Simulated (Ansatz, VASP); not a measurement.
Two plane-wave programs on SiW6

```xyz
7
Lattice="4.4683 0.0000 0.0000 -2.2341 3.8696 0.0000 0.0000 0.0000 21.6259" Properties=species:S:1:pos:R:3 pbc="T T T"
W     2.2341    1.2899    4.0000
W     0.0000    2.5797    4.9121
W     0.0000    0.0000    5.8242
W     2.2341    1.2899    6.6718
W     0.0000    2.5797    7.5323
W     0.0000    0.0000    8.3259
Si    1.7377    0.4300   11.6259
```

Alike in both runs: task single point; functional PBE; dispersion D3(BJ); k mesh 6 × 6 × 1; occupations gaussian, width 0.1 eV; no spin polarisation.

|  | VASP | Ansatz |
| --- | --- | --- |
| version | VASP 6.6.1 | Ansatz 0.2.0 |
| potentials or method | VASP PAW PBE potentials, release 64 (W_sv, Si), cutoff 520 eV | scalar-relativistic, plane waves, PAW |
| valence electrons in the cell | 88 | 88 |

Ansatz gave:

```
gap on the k mesh at the Fermi level (eV)  : none
rms of the force components (eV/Å)         : 1.688
work function, face that differs most (eV) : 3.92
```

Question: What did VASP give for the same quantities?

Answer: gap on the k mesh at the Fermi level (eV): none; rms of the force components (eV/Å): 1.699; work function, face that differs most (eV): 3.92.

Atom by atom the forces differ by 0.021 eV/Å (rms over components). A gap of «none» marks a metal or a gap that the smearing closes. Ansatz's warnings: dispersion switch in reach, vacuum below fermi.

Neither program's run includes spin-orbit coupling.
